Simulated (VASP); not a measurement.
Here is a VASP 6.6.1 calculation.

INCAR

```
PREC = Accurate
ENCUT = 600
EDIFF = 1E-6
ISMEAR = 0
SIGMA = 0.1
LREAL = F
LASPH = T
NELM = 100
ALGO = Fast
ISIF = 3
LWAVE = F
LCHARG = F
GGA = PE
IBRION = 2
NSW = 100
EDIFFG = -0.01
```

KPOINTS

```
Automatic mesh
0
Gamma
  6 6 6
```

Contents of POSCAR:

```
Cs4In
1.0
   -4.7764776013      4.7764776013      4.7764776013
    4.7764776013     -4.7764776013      4.7764776013
    4.7764776013      4.7764776013     -4.7764776013
Cs In
4 1
Direct
    0.5000000000      0.5000000000      0.5000000000
    0.5000000000      0.0000000000      0.0000000000
    0.0000000000      0.0000000000      0.5000000000
    0.0000000000      0.5000000000      0.0000000000
    0.0000000000      0.0000000000      0.0000000000
```

Potentials or basis: VASP PAW PBE potentials, release 64 (Cs_sv, In_d).

The run is started by

```console
$ cat potpaw_PBE.64/Cs_sv/POTCAR potpaw_PBE.64/In_d/POTCAR > POTCAR
$ mpirun -np 1 vasp_std > vasp.out
```

(1) Estimate the relaxed volume.

(2) Estimate the space group after relaxing (to 0.05 Å).

(3) Predict the relaxed cell.

Results:

(1) 90.08 Å³/atom.

(2) Im-3m (No. 229).

(3) a = 8.364 Å, b = 8.364 Å, c = 8.364 Å, α = 109.47°, β = 109.47°, γ = 109.47°.
